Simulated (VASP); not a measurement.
# ZnSiP2 (I-42d) in VASP: relaxation of shape and atoms at fixed volume with r2SCAN

Aim: the relaxation of shape and atoms at fixed volume of ZnSiP2 with r2SCAN.

Everything below comes from runs of VASP 6.6.1. Logs are shortened: lines on timing, memory, paths and dates and some standing lists are left out, and cuts for length are marked.

## 1. The cell of the first run

Symmetry: I-42d, No. 122, tetragonal system. Conventional cell: a = 5.151 Å, b = 5.151 Å, c = 10.040 Å, α = 90.00°, β = 90.00°, γ = 90.00°. Zn (site symmetry -4) has 4 P at 2.25 Å within 3.0 Å. Si (site symmetry -4) has 4 P at 2.17 Å within 2.9 Å. Within 2.9 Å of P (site symmetry 2) lie 2 Si at 2.17 Å and 2 Zn at 2.25 Å.

## 2. Relaxation of shape and atoms at fixed volume, r2SCAN (16.65 Å³/atom)

File POSCAR:

```
ZnSiP2
1.0
   -2.5753454338      2.5753454338      5.0198155312
    2.5753454338     -2.5753454338      5.0198155312
    2.5753454338      2.5753454338     -5.0198155312
Zn Si P
2 2 4
Direct
    0.0000000000      0.0000000000      0.0000000000
    0.7500000000      0.2500000000      0.5000000000
    0.5000000000      0.5000000000      0.0000000000
    0.2500000000      0.7500000000      0.5000000000
    0.3750000000      0.3887623648      0.5137623648
    0.8750000000      0.8612376352      0.4862376352
    0.6112376352      0.1250000000      0.9862376352
    0.1387623648      0.6250000000      0.0137623648
```

File INCAR.step1:

```
PREC     = Accurate       # precision mode
ENCUT    = 550            # plane-wave cutoff, eV
ISMEAR   = 0              # smearing method
SIGMA    = 0.02           # smearing width, eV
LREAL    = False          # projectors in reciprocal space
LASPH    = True           # aspherical terms in the spheres
NELM     = 120            # most SCF steps
GGA      = PE             # functional
ALGO     = Normal         # electronic algorithm
EDIFF    = 1E-5           # SCF threshold, eV
LWAVE    = True           # write WAVECAR
LCHARG   = False          # write CHGCAR
GGA_COMPAT= False        
IBRION   = 2              # ionic algorithm
ISIF     = 3              # what is computed and relaxed
EDIFFG   = -0.005         # ionic threshold
NELMIN   = 4            
NSW      = 100            # ionic steps
KPAR     = 4
```

File INCAR.step2:

```
PREC     = Accurate       # precision mode
ENCUT    = 550            # plane-wave cutoff, eV
EDIFF    = 1E-7           # SCF threshold, eV
ISMEAR   = 0              # smearing method
SIGMA    = 0.02           # smearing width, eV
LREAL    = False          # projectors in reciprocal space
LASPH    = True           # aspherical terms in the spheres
NELM     = 120            # most SCF steps
ALGO     = Normal         # electronic algorithm
ISIF     = 4              # what is computed and relaxed
LWAVE    = False          # write WAVECAR
LCHARG   = False          # write CHGCAR
METAGGA  = R2SCAN         # meta-GGA
LMIXTAU  = True         
IBRION   = 2              # ionic algorithm
NSW      = 50             # ionic steps
EDIFFG   = -0.01          # ionic threshold
ISTART   = 1            
GGA_COMPAT= False        
NELMIN   = 4            
KPAR     = 4
```

File KPOINTS:

```
Automatic mesh
0
Gamma
  8 8 8
```

Potentials or basis: VASP PAW PBE potentials, release 64 (Zn, Si, P).

Started as:

```bash
$ cat potpaw_PBE.64/Zn/POTCAR potpaw_PBE.64/Si/POTCAR potpaw_PBE.64/P/POTCAR > POTCAR
$ cp INCAR.step1 INCAR
$ mpirun -np 4 vasp_std > vasp.out
$ cp INCAR.step2 INCAR
$ mpirun -np 4 vasp_std > vasp.out
```

OUTCAR:

```text
PREC = Accurate
   ENCUT = 550
   EDIFF = 1E-7
   ISMEAR = 0
   LREAL = False
   LASPH = True
   NELM = 120
   ISIF = 4
   METAGGA = R2SCAN
   IBRION = 2
   NSW = 50
   EDIFFG = -0.01
   ISTART = 1
   NELMIN = 4

 ion  position               nearest neighbor table
   1  0.000  0.000  0.000-   8 2.25   6 2.25   5 2.25   7 2.25
   2  0.750  0.250  0.500-   5 2.25   7 2.25   6 2.25   8 2.25
   3  0.500  0.500  0.000-   6 2.17   8 2.17   7 2.17   5 2.17
   4  0.250  0.750  0.500-   5 2.17   7 2.17   6 2.17   8 2.17
   5  0.375  0.389  0.514-   4 2.17   3 2.17   2 2.25   1 2.25
   6  0.875  0.861  0.486-   3 2.17   4 2.17   1 2.25   2 2.25
   7  0.611  0.125  0.986-   4 2.17   3 2.17   2 2.25   1 2.25
   8  0.139  0.625  0.014-   3 2.17   4 2.17   1 2.25   2 2.25

  LATTYP: Found a body centered tetragonal cell.
 ALAT       =     5.1506908676
 C/A-ratio  =     1.9491814439

  Lattice vectors:

 A1 = (  -2.5753454338,   2.5753454338,   5.0198155312)
 A2 = (   2.5753454338,  -2.5753454338,   5.0198155312)
 A3 = (   2.5753454338,   2.5753454338,  -5.0198155312)

Analysis of symmetry for initial positions (statically):
=====================================================================
 Subroutine PRICEL returns:
 Original cell was already a primitive cell.

 Routine SETGRP: Setting up the symmetry group for a
 body centered tetragonal supercell.

 Subroutine GETGRP returns: Found  8 space group operations
 (whereof  4 operations were pure point group operations)
 out of a pool of 16 trial point group operations.

The static configuration has the point symmetry S_4 .
 The point group associated with its full space group is D_2d.

Analysis of symmetry for dynamics (positions and initial velocities):
=====================================================================
 Subroutine PRICEL returns:
 Original cell was already a primitive cell.

 Routine SETGRP: Setting up the symmetry group for a
 body centered tetragonal supercell.

 Subroutine GETGRP returns: Found  8 space group operations
 (whereof  4 operations were pure point group operations)
 out of a pool of 16 trial point group operations.

The dynamic configuration has the point symmetry S_4 .
 The point group associated with its full space group is D_2d.

 Subroutine INISYM returns: Found  8 space group operations
 (whereof  4 operations are pure point group operations),
 and found     1 'primitive' translations

----------------------------------------------------------------------------------------

                                     Primitive cell

  volume of cell :     133.1738

  direct lattice vectors                    reciprocal lattice vectors
    -2.575345434  2.575345434  5.019815531     0.000000000  0.194148712  0.099605254
     2.575345434 -2.575345434  5.019815531     0.194148712  0.000000000  0.099605254
     2.575345434  2.575345434 -5.019815531     0.194148712  0.194148712  0.000000000

  length of vectors
     6.201883276  6.201883276  6.201883276     0.218208453  0.218208453  0.274567742

  position of ions in fractional coordinates (direct lattice)
     0.000000000  0.000000000  0.000000000
     0.750000000  0.250000000  0.500000000
     0.500000000  0.500000000  0.000000000
     0.250000000  0.750000000  0.500000000
     0.375000000  0.388762365  0.513762365
     0.875000000  0.861237635  0.486237635
     0.611237635  0.125000000  0.986237635
     0.138762365  0.625000000  0.013762365

  ion indices of the primitive-cell ions
   primitive index   ion index
                 1           1
                 2           2
                 3           3
                 4           4
                 5           5
[... 91 lines left out ...]
   EFERMI_NEDOS =   21; number of points for ismear=-14 and -15
   IALGO  =     38    algorithm
   IMIX   =      4    mixing-type and parameters
     AMIX     =   0.40;   BMIX     =  1.00
     AMIX_MAG =   1.60;   BMIX_MAG =  1.00
  volume/ion in A,a.u.               =      16.65       112.34
  Fermi-wavevector in a.u.,A,eV,Ry     =   1.196565  2.261180 19.480390  1.431768
  Thomas-Fermi vector in A             =   2.332502
   LORBIT       =      0    0 simple, 1 ext, 2 COOP (PROOUT), +10 PAW based schemes
   METAGGA = R2SCAN    functional components
   LHFCALC =     F    Hartree Fock is set to
   AEXX    =    0.0000 exact exchange contribution
   IVDW    =     0    specifies the selected vdW correction
   LEPSILON=     F    determine dielectric tensor
   LRPA    =     F    only Hartree local field effects (RPA)
 conjugate gradient relaxation of ions
 non-spin polarized calculation
 Gauss-broadening in eV      SIGMA  =   0.02
  energy-cutoff  :      550.00
  volume of cell :      133.17
 maximum number of plane-waves:      3922
   NGX = 23   NGY = 23   NGZ = 23

--------------------------------------- Ionic step        1  -------------------------------------------

 number of electron      52.0000001 magnetization

 Free energy of the ion-electron system (eV)
  ---------------------------------------------------
  ext. energy  EPLUGINS =         0.00000000
  ---------------------------------------------------
  free energy    TOTEN  =       -73.72534294 eV

  energy without entropy =      -73.72534294  energy(sigma->0) =      -73.72534294

------------------------ aborting loop because EDIFF is reached ----------------------------------------

  FORCE on cell =-STRESS in cart. coord.  units (eV):
  Direction    XX          YY          ZZ          XY          YZ          ZX
  --------------------------------------------------------------------------------------
  -------------------------------------------------------------------------------------
  Total       12.9776169     12.9776169     12.9489488      0.0000000      0.0000000      0.0000000
  in kB      156.1301592    156.1301592    155.7852616      0.0000000      0.0000000      0.0000000
  external PRESSURE =     156.0151933 kB  Pullay stress =       0.0000000 kB

 VOLUME and BASIS-vectors are now :
 -----------------------------------------------------------------------------
  energy-cutoff  :      550.00
  volume of cell :      133.17
      direct lattice vectors                 reciprocal lattice vectors
    -2.575345434  2.575345434  5.019815531     0.000000000  0.194148712  0.099605254
     2.575345434 -2.575345434  5.019815531     0.194148712  0.000000000  0.099605254
     2.575345434  2.575345434 -5.019815531     0.194148712  0.194148712  0.000000000

 POSITION                                       TOTAL-FORCE (eV/Angst)
 -----------------------------------------------------------------------------------
      0.00000      0.00000      0.00000         0.000000     -0.000000      0.000000
      0.00000      2.57535      2.50991         0.000000     -0.000000     -0.000000
      0.00000      0.00000      5.01982         0.000000     -0.000000      0.000000
      2.57535      0.00000      2.50991         0.000000     -0.000000      0.000000
      1.35856      1.28767      1.25495        -0.038855     -0.000000      0.000000
      1.21679      1.28767      6.27477         0.038855      0.000000     -0.000000
      1.28767      3.79213     -1.25495         0.000000      0.038855     -0.000000
      1.28767     -1.21679      3.76486         0.000000     -0.038855      0.000000
 -----------------------------------------------------------------------------------
    total drift:                                0.000003      0.000003      0.000003

  FREE ENERGIE OF THE ION-ELECTRON SYSTEM (eV)
  ---------------------------------------------------
  free  energy   TOTEN  =       -73.7253429364 eV

  energy  without entropy=      -73.7253429364  energy(sigma->0) =      -73.72534294

--------------------------------------- Ionic step        2  -------------------------------------------

 number of electron      52.0000001 magnetization

 Free energy of the ion-electron system (eV)
  ---------------------------------------------------
  ext. energy  EPLUGINS =         0.00000000
  ---------------------------------------------------
  free energy    TOTEN  =       -73.72552689 eV

  energy without entropy =      -73.72552689  energy(sigma->0) =      -73.72552689

 E-fermi :   5.9599     XC(G=0): -10.9667

 val. band max:        5.8489058151   @ k =   0.0000   0.0000   0.0000
 cond. band min:       7.0988651224   @ k =   0.0000   0.0000   0.0000
 fundamental gap:      1.2499593072
 Fermi energy:         5.9598979294

 k-point     1 :       0.0000    0.0000    0.0000
  band No.  band energies     occupation
      1      -8.7847      2.00000
      2      -5.2502      2.00000
      3      -5.2475      2.00000
      4      -5.2475      2.00000
      5      -3.6210      2.00000
      6      -1.7458      2.00000
[... 805 lines left out ...]
     30       9.9359      0.00000
     31      10.4629      0.00000

 [... further k-points ...]

------------------------ aborting loop because EDIFF is reached ----------------------------------------

  FORCE on cell =-STRESS in cart. coord.  units (eV):
  Direction    XX          YY          ZZ          XY          YZ          ZX
  --------------------------------------------------------------------------------------
  -------------------------------------------------------------------------------------
  Total       12.9509252     12.9509252     12.9505501      0.0000000      0.0000000      0.0000000
  in kB      155.8090394    155.8090394    155.8045266      0.0000000      0.0000000      0.0000000
  external PRESSURE =     155.8075351 kB  Pullay stress =       0.0000000 kB

 VOLUME and BASIS-vectors are now :
 -----------------------------------------------------------------------------
  energy-cutoff  :      550.00
  volume of cell :      133.17
      direct lattice vectors                 reciprocal lattice vectors
    -2.575493849  2.575493849  5.019237004     0.000000000  0.194137524  0.099616734
     2.575493849 -2.575493849  5.019237004     0.194137524  0.000000000  0.099616734
     2.575493849  2.575493849 -5.019237004     0.194137524  0.194137524  0.000000000

 POSITION                                       TOTAL-FORCE (eV/Angst)
 -----------------------------------------------------------------------------------
     -2.57549      2.57549      5.01924         0.000000      0.000000     -0.000000
      0.00000      2.57549      2.50962        -0.000000      0.000000      0.000000
      0.00000      0.00000      5.01924         0.000000      0.000000     -0.000000
      2.57549      0.00000      2.50962         0.000000      0.000000      0.000000
      1.35676      1.28775      1.25481        -0.004957      0.000000     -0.000000
      1.21873      1.28775      6.27405         0.004957      0.000000      0.000000
      1.28775      3.79423     -1.25481         0.000000      0.004957      0.000000
      1.28775     -1.21873      3.76443         0.000000     -0.004957     -0.000000
 -----------------------------------------------------------------------------------
    total drift:                                0.000003      0.000003      0.000003

  FREE ENERGIE OF THE ION-ELECTRON SYSTEM (eV)
  ---------------------------------------------------
  free  energy   TOTEN  =       -73.7255268906 eV

  energy  without entropy=      -73.7255268906  energy(sigma->0) =      -73.72552689

 reached required accuracy - stopping structural energy minimisation
```

Wall time 14 min (4 MPI ranks of AMD EPYC 9R45 (Zen 5), shared host); peak memory 0.51 GiB.

What came out:

| Property | Result |
| --- | --- |
| Free energy | -73.7255 eV |
| Energy gained by relaxing | 0.0 meV/atom |
| Ionic steps | 2 |
| Pressure after relaxing | 15.6 GPa |
| Largest force after relaxing | 0.005 eV/Å |
| Band gap on the k mesh | 1.25 eV |

Forces in eV/Å, atoms in the order of the input:
```
Zn   0.000  0.000  0.000
Zn   0.000  0.000  0.000
Si   0.000  0.000  0.000
Si   0.000  0.000  0.000
P   -0.005  0.000  0.000
P    0.005  0.000  0.000
P    0.000  0.005  0.000
P    0.000 -0.005  0.000
```

Step by step:
```csv
step,energy change (eV),largest force (eV/Å),pressure (GPa),volume (Å³)
1,0.0000,0.0389,15.60,133.17
2,-0.0002,0.0050,15.58,133.17
```

Final structure:
```
Zn Si P
1.0
    -2.57549    2.57549    5.01924
     2.57549   -2.57549    5.01924
     2.57549    2.57549   -5.01924
Zn Si P
2 2 4
Cartesian
  -2.5755 2.5755 5.0192
  0.0000 2.5755 2.5096
  0.0000 0.0000 5.0192
  2.5755 0.0000 2.5096
  1.3568 1.2877 1.2548
  1.2187 1.2877 6.2740
  1.2877 3.7942 -1.2548
  1.2877 -1.2187 3.7644
```

Levels at points of the mesh, in eV from the valence-band top:
| k point | band 24 | band 25 | band 26 | band 27 | band 28 | band 29 |
| --- | --- | --- | --- | --- | --- | --- |
| (0.00, 0.00, 0.00) | -0.14 | -0.14 | 0.00 | 1.25 | 1.99 | 3.69 |
| (0.50, 0.00, 0.00) | -2.15 | -1.79 | -1.02 | 3.09 | 3.20 | 3.57 |
| (0.50, 0.50, 0.00) | -1.25 | -0.70 | -0.70 | 2.79 | 2.79 | 3.55 |
| (0.50, 0.50, 0.50) | -2.23 | -1.47 | -1.47 | 1.52 | 1.52 | 1.81 |

Caveat: the PAW data sets were made with another functional, which shifts forces and pressure a little. A k mesh can miss the band edges.
